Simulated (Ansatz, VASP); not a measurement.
# Al2O3: VASP beside Ansatz

```xyz
40
Lattice="-4.7605 -2.7485 4.3319 4.7605 -2.7485 4.3319 0.0000 5.4970 4.3319" Properties=species:S:1:pos:R:3 pbc="T T T"
Al    0.0000    0.0000    4.5755
Al    0.0000   -2.7485    8.9074
Al   -2.3803    1.3742    8.9074
Al    2.3803    1.3742    8.9074
Al    0.0000    0.0000    1.9223
Al    0.0000   -2.7485    6.2542
Al   -2.3803    1.3742    6.2542
Al    2.3803    1.3742    6.2542
Al    0.0000    0.0000    8.4201
Al    0.0000    2.7485    4.0882
Al    2.3803   -1.3742    4.0882
Al   -2.3803   -1.3742    4.0882
Al    0.0000    0.0000   11.0733
Al    0.0000    2.7485    6.7414
Al    2.3803   -1.3742    6.7414
Al   -2.3803   -1.3742    6.7414
O    -0.9213    1.3742    7.5808
O     3.8392    1.3742    7.5808
O     1.4589    0.0000    3.2489
O     1.4589   -2.7485    7.5808
O    -0.7295   -1.4850    7.5808
O    -0.7295    1.2635    3.2489
O     1.6508    2.6377    7.5808
O    -3.1097    2.6377    7.5808
O     1.6508    0.1108    7.5808
O    -3.1097    0.1108    7.5808
O    -0.7295   -4.0119    7.5808
O    -0.7295   -1.2635    3.2489
O     0.9213   -1.3742    5.4148
O    -3.8392   -1.3742    5.4148
O    -1.4589    0.0000    9.7467
O    -1.4589    2.7485    5.4148
O     0.7295    1.4850    5.4148
O     0.7295   -1.2635    9.7467
O    -1.6508   -2.6377    5.4148
O     3.1097   -2.6377    5.4148
O    -1.6508   -0.1108    5.4148
O     3.1097   -0.1108    5.4148
O     0.7295    4.0119    5.4148
O     0.7295    1.2635    9.7467
```

Alike in both runs: task electric field gradients; functional PBE; k mesh 3 × 3 × 3; no spin polarisation.

|  | VASP | Ansatz |
| --- | --- | --- |
| version | VASP 6.6.1 | Ansatz 0.2.0 |
| potentials or method | VASP PAW PBE potentials, release 64 (Al, O) | plane-wave PAW, scalar-relativistic |
| plane-wave cutoff (eV) | 520 | 420 |
| occupations | gaussian, width 0.01 eV | fixed |
| valence electrons in the cell | 192 | 192 |

VASP gave:

* gap on the k mesh at the Fermi level (eV): 6.22
* size of Vzz on the site where it differs most (V/Å²): 37.7

**Question.** Estimate Ansatz's values.

**Answer.** gap on the k mesh at the Fermi level (eV): 6.22; size of Vzz on the site where it differs most (V/Å²): 38.8.
